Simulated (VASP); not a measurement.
Write the native input for VASP 6.6.1 that does the following.

```yaml
Task: single point
Functional: PBE
Potentials_or_basis: VASP PAW PBE potentials, release 64 (Al, N)
Cutoff: 520 eV
k_mesh: 8 × 8 × 3
Occupations: gaussian, width 0.05 eV
Spin: no spin polarisation
Dipole_correction: no
Further_INCAR_settings: ALGO = Normal; EDIFF = 1e-06; NBANDS = 26
```

The structure of AlN lies in POSCAR:

```
AlN
1.0
   -3.1302395629      0.0000000000      0.0000000000
   -1.5651197814     -2.7108669814      0.0000000000
   -1.1738398361     -0.6777167454     10.0359593112
Al N
4 4
Direct
    0.1071797437      0.1071797437      0.9046143587
    0.2321797437      0.2321797437      0.4046143587
    0.6280130770      0.6280130770      0.1546143587
    0.5030130770      0.5030130770      0.6546143587
    0.3094869230      0.3094869230      0.0953856413
    0.1844869230      0.1844869230      0.5953856413
    0.5803202563      0.5803202563      0.3453856413
    0.4553202563      0.4553202563      0.8453856413
```

The input as run:

INCAR

```
SYSTEM = AlN
ALGO = Normal
EDIFF = 1E-6
ENCUT = 520
GGA = PE
ISIF = 2
ISMEAR = 0
LASPH = .TRUE.
LCHARG = .FALSE.
LREAL = .FALSE.
LWAVE = .FALSE.
NBANDS = 26
NELM = 80
PREC = Accurate
SIGMA = 0.05
```

KPOINTS

```
k-points
0
G
  8 8 3
  0 0 0
```

Potentials or basis: VASP PAW PBE potentials, release 64 (Al, N).

Run with:

```bash
$ cat potpaw_PBE.64/Al/POTCAR potpaw_PBE.64/N/POTCAR > POTCAR
$ mpirun -np 1 vasp_std > vasp.out
```

It gave:

```json
{
  "Pressure": "-1.0 GPa",
  "Largest force": "1.444 eV/Å",
  "Band gap on the k mesh": "2.74 eV, direct"
}
```

Caveat: forces of over 1 eV/Å act on the atoms, so gaps and moduli don't describe the material at rest.

It took 44 s on 1 thread of Intel(R) Xeon(R) 6975P-C (Granite Rapids), with other jobs on the host, peak memory 0.25 GiB.
